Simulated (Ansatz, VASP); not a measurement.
**BaF2 in VASP and in Ansatz**

```
CELL_PARAMETERS angstrom
0.00000 3.10005 3.10005
3.10005 0.00000 3.10005
3.10005 3.10005 0.00000
ATOMIC_POSITIONS crystal
Ba 0.00000 0.00000 0.00000
F 0.25000 0.25000 0.25000
F 0.75000 0.75000 0.75000
```

Alike in both runs: task single point; functional PBE; k mesh 6 × 6 × 6; occupations gaussian, width 0.02 eV; no spin polarisation.

|  | VASP | Ansatz |
| --- | --- | --- |
| version | VASP 6.6.1 | Ansatz 0.2.0 |
| potentials or method | VASP PAW PBE potentials, release 64 (Ba_sv, F), cutoff 600 eV | scalar-relativistic, plane waves, PAW |
| valence electrons in the cell | 24 | 24 |

Ansatz gave:

- gap on the k mesh at the Fermi level (eV): 6.85
- least direct gap on the mesh (eV): 6.93
- pressure (GPa): 1.3

Task: What did VASP give for the same quantities?

Result: gap on the k mesh at the Fermi level (eV): 6.78; least direct gap on the mesh (eV): 6.84; pressure (GPa): 2.3.

With one functional, cell and mesh, what is left measures potentials, basis and numerics.

Neither program's run includes spin-orbit coupling.
